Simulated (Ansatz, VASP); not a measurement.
Two plane-wave programs on Ca4AlO

INCAR

```
SYSTEM = Ca4AlO
PREC = Accurate
ENCUT = 520
EDIFF = 1E-6
ISMEAR = 0
SIGMA = 0.1
LREAL = .FALSE.
LASPH = .TRUE.
NELM = 100
ALGO = Normal
ISIF = 2
LWAVE = .FALSE.
LCHARG = .FALSE.
GGA = PE
NBANDS = 34
```

KPOINTS

```
Automatic mesh
0
G
  4 4 4
  0 0 0
```

The input POSCAR:

```
Ca4AlO
1.0
   -3.4437377100      3.4437377100      2.6967871300
    3.4437377100     -3.4437377100      2.6967871300
    3.4437377100      3.4437377100     -2.6967871300
Ca Al O
4 1 1
Direct
    0.4041354700      0.9041354700      0.8082709300
    0.0958645300      0.5958645300      0.1917290700
    0.5958645300      0.4041354700      0.5000000000
    0.9041354700      0.0958645300      0.5000000000
    0.5000000000      0.5000000000      0.0000000000
    0.0000000000      0.0000000000      0.0000000000
```

Input for Ansatz:

```yaml
crystal:
  lattice:
    - [-3.44373771, 3.44373771, 2.69678713]
    - [3.44373771, -3.44373771, 2.69678713]
    - [3.44373771, 3.44373771, -2.69678713]
  atoms:
    - { symbol: Ca, position: [0.40413547, 0.90413547, 0.80827093] }
    - { symbol: Ca, position: [0.09586453, 0.59586453, 0.19172907] }
    - { symbol: Ca, position: [0.59586453, 0.40413547, 0.5] }
    - { symbol: Ca, position: [0.90413547, 0.09586453, 0.5] }
    - { symbol: Al, position: [0.5, 0.5, 0.0] }
    - { symbol: O, position: [0.0, 0.0, 0.0] }
basis:
  ecutwfc: 420
kpoints:
  mp_grid: { grid: [4, 4, 4] }
hamiltonian:
  xc: pbe
scf:
  occupations: { method: gaussian, width: 0.1 }
  lower_state_search: "off"
output:
  forces: true
  stress: true
  eigenvalues: true
```

Change from the starting cell: species swapped into the Hf4AlSi type (I422, No. 97).

Alike in both runs: task single point; functional PBE; k mesh 4 × 4 × 4; occupations gaussian, width 0.1 eV; no spin polarisation.

|  | VASP | Ansatz |
| --- | --- | --- |
| version | VASP 6.6.1 | Ansatz 0.2.0 |
| potentials or method | VASP PAW PBE potentials, release 64 (Ca_sv, Al, O), cutoff 520 eV | scalar-relativistic, plane waves, PAW |
| valence electrons in the cell | 49 | 49 |

Ansatz gave:

* gap on the k mesh at the Fermi level (eV): none
* pressure (GPa): 11.9
* traceless stress, the component that is largest in VASP (GPa): 0.94
* rms of the force components (eV/Å): 0.659

Problem. What did VASP give for the same quantities?

Solution. gap on the k mesh at the Fermi level (eV): none; pressure (GPa): 11.9; traceless stress, the component that is largest in VASP (GPa): 0.92; rms of the force components (eV/Å): 0.658.

Atom by atom the forces differ by 0.001 eV/Å (rms over components). A gap of «none» marks a metal or a gap that the smearing closes. The functional is the same, so the differences come from potentials, cutoffs and numerics.

The k mesh is coarse, so the values compare programs but aren't converged.
